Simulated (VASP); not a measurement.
## H11C2NO4: single point with r2SCAN+D3(BJ)

H11C2NO4:

```xyz
18
Lattice="5.9155 0.0000 0.0000 0.0000 5.9155 0.0000 0.0000 0.0000 5.9155" Properties=species:S:1:pos:R:3 pbc="T T T"
O     2.0154    1.5439    1.4448
O     4.0183    5.6370    0.5044
O     1.5488    4.4583    0.3455
O     5.8968    5.5295    4.2529
H     1.6562    2.3535    1.0793
H     1.4055    0.7962    1.4570
H     4.5268    6.0893   -0.1826
H     3.3105    6.2584    0.7289
H     0.9941    4.9036   -0.3891
H     2.3600    4.9067    0.3185
H     6.0535    4.7261    3.6811
H     6.6696    5.9590    3.8714
H     4.0217    2.5558    5.0696
H     3.4944    1.5922    3.5447
H     4.9181    2.4890    3.4895
C     3.9257    2.5374    3.9880
C     3.2025    3.7275    3.6148
N     2.6148    4.7108    3.5572
```

| Property | Result |
| --- | --- |
| Program | VASP 6.6.1 |
| Task | single point |
| Functional | r2SCAN |
| Dispersion | D3(BJ) |
| Potentials or basis | VASP PAW PBE potentials, release 64 (O, H, C, N) |
| Cutoff | 580 eV |
| k mesh | 1 × 1 × 1 |
| Occupations | fermi-dirac, width 0.02 eV |
| Spin | no spin polarisation |
| Dipole correction | no |
| Further INCAR settings | ALGO = Normal; EDIFF = 1e-06; NBANDS = 39 |

The pressure is -0.3 GPa. The largest force is 3.603 eV/Å and the dispersion energy per atom is -0.018 eV.

Forces on the atoms (eV/Å):
```
O    0.859 -0.638  0.525
O    0.143  0.219  0.000
O   -3.467 -0.402 -0.894
O    0.521 -1.100 -1.291
H   -0.562  0.350 -0.323
H   -0.387  0.350 -0.234
H    0.015 -0.381 -0.151
H    0.138  0.624  0.390
H    0.785 -1.027  1.417
H    2.361  0.581 -0.215
H   -0.946  0.450  0.853
H    0.488  0.983  0.229
H    0.030 -0.314  0.115
H   -0.230  0.765  0.798
H   -0.249  0.441  0.473
C    0.444 -0.730 -1.476
C    0.760 -1.206  0.544
N   -0.704  1.034 -0.761
```

Stress tensor (GPa, compression positive):
```
 2.07  1.40  0.11
 1.40 -1.77 -0.68
 0.11 -0.68 -1.10
```

Levels at points of the mesh, in eV from the Fermi level:
| k point | band 22 | band 23 | band 24 | band 25 | band 26 | band 27 |
| --- | --- | --- | --- | --- | --- | --- |
| (0.00, 0.00, 0.00) | -1.53 | -0.90 | -0.48 | 4.62 | 6.11 | 6.40 |

It took 94 s on 1 thread of AMD EPYC 9R14 (Zen 4), on a shared host, peak memory 0.3 GiB.

Caveat: the k points lie up to 1.06 Å⁻¹ apart; the PAW data sets were made with another functional, which shifts forces and pressure a little.
